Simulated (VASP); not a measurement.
Ge:

```xyz
1
Lattice="-1.6084 1.6084 1.8732 1.6084 -1.6084 1.8732 1.6084 1.6084 -1.8732" Properties=species:S:1:pos:R:3 pbc="T T T"
Ge    0.0000    0.0000    1.8732
```

```yaml
Program: VASP 6.6.1
Task: relaxation of cell and atoms
Functional: RPBE
Dispersion: D3(BJ)
Potentials_or_basis: VASP PAW PBE potentials, release 64 (Ge_d)
Cutoff: 600 eV
k_mesh: 12 × 12 × 12
Occupations: fermi-dirac, width 0.05 eV
Spin: no spin polarisation
```

At the start: pressure -16.7 GPa; volume 19.38 Å³/atom.

Where does the relaxation end?

Over 37 steps the energy falls by 264.8 meV/atom and the volume is 15.50 Å³/atom (-20.0 %); space group I4/mmm (No. 139, to 0.05 Å).

The path:
```csv
step,energy change (eV),largest force (eV/Å),pressure (GPa),volume (Å³)
1,0.0000,0.0000,-16.73,19.38
2,-0.2205,0.0000,11.49,14.24
3,-0.2610,0.0000,0.53,15.40
4,-0.2608,0.0000,-0.61,15.49
5,-0.2608,0.0000,-0.68,15.49
6,-0.2609,0.0000,-0.54,15.48
7,-0.2609,0.0000,-0.56,15.47
8,-0.2610,0.0000,-0.53,15.46
9,-0.2610,0.0000,-0.28,15.45
10,-0.2611,0.0000,0.04,15.41
11,-0.2611,0.0000,0.04,15.40
12,-0.2611,0.0000,0.07,15.40
13,-0.2611,0.0000,0.15,15.40
14,-0.2611,0.0000,0.16,15.40
15,-0.2612,0.0000,0.17,15.40
16,-0.2614,0.0000,0.18,15.39
17,-0.2617,0.0000,0.19,15.39
18,-0.2621,0.0000,0.38,15.39
19,-0.2642,0.0000,1.19,15.36
20,-0.2642,0.0000,1.24,15.36
21,-0.2642,0.0000,1.30,15.36
22,-0.2642,0.0000,1.29,15.36
23,-0.2643,0.0000,1.26,15.37
24,-0.2643,0.0000,1.17,15.38
25,-0.2643,0.0000,1.12,15.37
26,-0.2643,0.0000,1.15,15.37
27,-0.2644,0.0000,0.99,15.38
28,-0.2645,0.0000,0.84,15.40
29,-0.2647,0.0000,0.46,15.43
30,-0.2648,0.0000,-0.28,15.50
31,-0.2647,0.0000,0.44,15.47
32,-0.2648,0.0000,0.08,15.49
33,-0.2648,0.0000,0.17,15.48
34,-0.2648,0.0000,0.17,15.49
35,-0.2648,0.0000,0.18,15.49
36,-0.2648,0.0000,-0.08,15.50
37,-0.2648,0.0000,0.01,15.50
```

Final structure:
```
Ge
1.0
    -1.45252    1.45252    1.83667
     1.45252   -1.45252    1.83667
     1.45252    1.45252   -1.83667
Ge
1
Direct
  0.50000 0.50000 0.00000
```

Caveat: the volume moved by over 15 % at a fixed basis, so the end points are rough; the PAW data sets were made with another functional, which shifts forces and pressure a little; pairwise dispersion overbinds metals, which lowers pressure and volume.
